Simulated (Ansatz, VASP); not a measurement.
## Mg2H2O3: VASP beside Ansatz

```
Mg H O
1.0
     3.06501    0.00000    0.00000
    -1.53250    2.65438    0.00000
     0.00000    0.00000    7.28445
Mg H O
2 2 3
Direct
  0.66667 0.33333 0.83320
  0.33333 0.66667 0.16680
  0.33333 0.66667 0.55569
  0.66667 0.33333 0.44431
  0.33333 0.66667 0.68891
  0.66667 0.33333 0.31109
  0.00000 0.00000 0.00000
```

Alike in both runs: functional PBEsol; k mesh 12 × 12 × 4; occupations gaussian, width 0.02 eV; no spin polarisation.

Ansatz relaxed the structure, and its values are those at the end. VASP's run is a single point on that final structure, the one shown.

|  | VASP | Ansatz |
| --- | --- | --- |
| version | VASP 6.6.1 | Ansatz 0.2.0 |
| potentials or method | VASP PAW PBE potentials, release 64 (Mg, H, O), cutoff 520 eV | scalar-relativistic, plane waves, PAW |
| valence electrons in the cell | 24 | 40 |

Ansatz gave:

- gap on the k mesh at the Fermi level (eV): 3.88
- least direct gap on the mesh (eV): 3.88
- pressure (GPa): 0.0
- rms of the force components (eV/Å): 0.001

**Question.** Which values does VASP return?

**Answer.** gap on the k mesh at the Fermi level (eV): 3.85; least direct gap on the mesh (eV): 3.85; pressure (GPa): -0.3; rms of the force components (eV/Å): 0.062.

VASP's potentials were made for PBE, not for PBEsol. With one functional, cell and mesh, what is left measures potentials, basis and numerics. VASP's potentials hold 24 valence electrons a cell and Ansatz's 40, so a difference there can come from the potentials and not from the codes.
